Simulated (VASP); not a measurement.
Wanted: the native input for a VASP 6.6.1 run.

```
Task                   : single point
Functional             : SVWN5
Potentials or basis    : VASP PAW PBE potentials, release 64 (Al)
Cutoff                 : 520 eV
k mesh                 : 11 × 11 × 11
Occupations            : fermi-dirac, width 0.05 eV
Spin                   : no spin polarisation
Dipole correction      : no
Further INCAR settings : ALGO = Normal; EDIFF = 1e-06; NBANDS = 8
```

The structure of Al lies in POSCAR:

```
Al
1.0
    0.0000000000      2.0248050000      2.0248050000
    2.0248050000      0.0000000000      2.0248050000
    2.0248050000      2.0248050000      0.0000000000
Al
1
Direct
    0.0000000000      0.0000000000      0.0000000000
```

The input as run:

INCAR

```
SYSTEM = Al
ALGO = Normal
EDIFF = 1E-6
ENCUT = 520
GGA = VW
ISIF = 2
ISMEAR = -1
LASPH = .True.
LCHARG = .False.
LREAL = .False.
LWAVE = .False.
NBANDS = 8
NELM = 80
PREC = Accurate
SIGMA = 0.05
```

KPOINTS

```
k-points
0
Gamma
  11 11 11
  0 0 0
```

Potentials or basis: VASP PAW PBE potentials, release 64 (Al).

Launch:

```sh
$ cat potpaw_PBE.64/Al/POTCAR > POTCAR
$ mpirun -np 1 vasp_std > vasp.out
```

It gave:

The pressure is -3.3 GPa.

Caveat: the PAW data sets were made with another functional, which shifts forces and pressure a little.

It took 3 s on 1 thread of Intel(R) Xeon(R) 6975P-C (Granite Rapids) (shared host), peak memory 0.11 GiB.
